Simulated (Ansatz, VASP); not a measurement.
Ag3PtI in VASP and in Ansatz

POSCAR

```
Ag3PtI
1.0
    4.7999180000      0.0000000000      0.0000000000
    0.0000000000      4.7999180000      0.0000000000
    0.0000000000      0.0000000000      4.7999180000
Ag I Pt
3 1 1
Direct
    0.5150000000      0.3990000000      0.0160000000
    0.0160000000      0.5150000000      0.3990000000
    0.3990000000      0.0160000000      0.5150000000
    0.0000000000      0.0000000000      0.0000000000
    0.5360000000      0.5360000000      0.5360000000
```

The input INCAR.step1:

```
SYSTEM = Ag3PtI
  PREC = Accurate
  ENCUT = 520
  ISMEAR = -1
  SIGMA = 0.1
  LREAL = .FALSE.
  LASPH = .TRUE.
  NELM = 60
  NBANDS = 33
  GGA = PE
  ALGO = Normal
  EDIFF = 1E-4
  LWAVE = .TRUE.
  LCHARG = .FALSE.
```

The input INCAR.step2:

```
SYSTEM = Ag3PtI
  PREC = Accurate
  ENCUT = 520
  EDIFF = 1E-6
  ISMEAR = -1
  SIGMA = 0.1
  LREAL = .FALSE.
  LASPH = .TRUE.
  NELM = 60
  ALGO = Normal
  ISIF = 2
  LWAVE = .FALSE.
  LCHARG = .TRUE.
  METAGGA = R2SCAN
  LMIXTAU = .TRUE.
  LELF = .TRUE.
  LVHAR = .TRUE.
  NBANDS = 33
  ISTART = 1
```

Contents of KPOINTS:

```
Automatic mesh
0
G
  7 7 7
  0 0 0
```

Input for Ansatz:

```yaml
crystal:
  lattice:
    - [4.799918, 0.0, 0.0]
    - [0.0, 4.799918, 0.0]
    - [0.0, 0.0, 4.799918]
  atoms:
    - { symbol: Ag, position: [0.515, 0.399, 0.016] }
    - { symbol: Ag, position: [0.016, 0.515, 0.399] }
    - { symbol: Ag, position: [0.399, 0.016, 0.515] }
    - { symbol: I, position: [0.0, 0.0, 0.0] }
    - { symbol: Pt, position: [0.536, 0.536, 0.536] }
  symmetry: { tolerance: 0.0003 }
kpoints:
  mp_grid: { grid: [7, 7, 7], shift: [0, 0, 0] }
  band_path:
    path:
      - [0.0, 0.0, 0.0]
      - [0.5, 0.5, 0.5]
      - [0.5, 0.5, 0.5]
      - [0.5, -0.5, 0.5]
      - [0.5, 0.0, 0.0]
      - [0.0, 0.0, 0.0]
      - [0.5, -0.5, 0.0]
      - [0.5, 0.0, 0.5]
      - [0.5, 0.0, 0.5]
      - [0.0, 0.0, 0.0]
    npoints: 6
magnetization:
  spin_polarized: false
scf:
  occupations: { method: fermi_dirac }
  lower_state_search: "off"
  max_iter: 200
hamiltonian:
  pseudopotentials: { kind: paw }
  xc: r2scan
basis:
  ecutwfc: 500
  fft_grid_basis: typed
output:
  forces: true
  stress: true
  eigenvalues: true
  bader: true
  populations: true
  elf: true
  write_potential: true
  volumetric_format: npy
  dos:
    e_range: [-12, 8]
    de: 0.05
    projected: { site_lists: { Ag: [Ag], I: [I], Pt: [Pt] } }
checkpoint:
  read: saved_state
```

Alike in both runs: task single point; functional r2SCAN; k mesh 7 × 7 × 7; no spin polarisation.

```csv
,VASP,Ansatz
version,VASP 6.6.1,Ansatz 0.2.0
potentials or method,"VASP PAW PBE potentials, release 64 (Ag, I, Pt), cutoff 520 eV",PAW plane waves
occupations,"fermi-dirac, width 0.1 eV",fermi-dirac
valence electrons in the cell,50,92
```

|  | VASP | Ansatz | Ansatz less VASP |
| --- | --- | --- | --- |
| pressure (GPa) | 12.7 | 12.6 | -0.14 |
| traceless stress, the component that is largest in VASP (GPa) | -1.85 | -1.86 | -0.016 |
| rms of the force components (eV/Å) | 0.928 | 0.931 | +0.0030 |

VASP's potentials were made for PBE, not for r2SCAN. Atom by atom the forces differ by 0.013 eV/Å (rms over components). VASP's potentials hold 50 valence electrons a cell and Ansatz's 92, so a difference there can come from the potentials and not from the codes.

Spin-orbit coupling is off throughout.
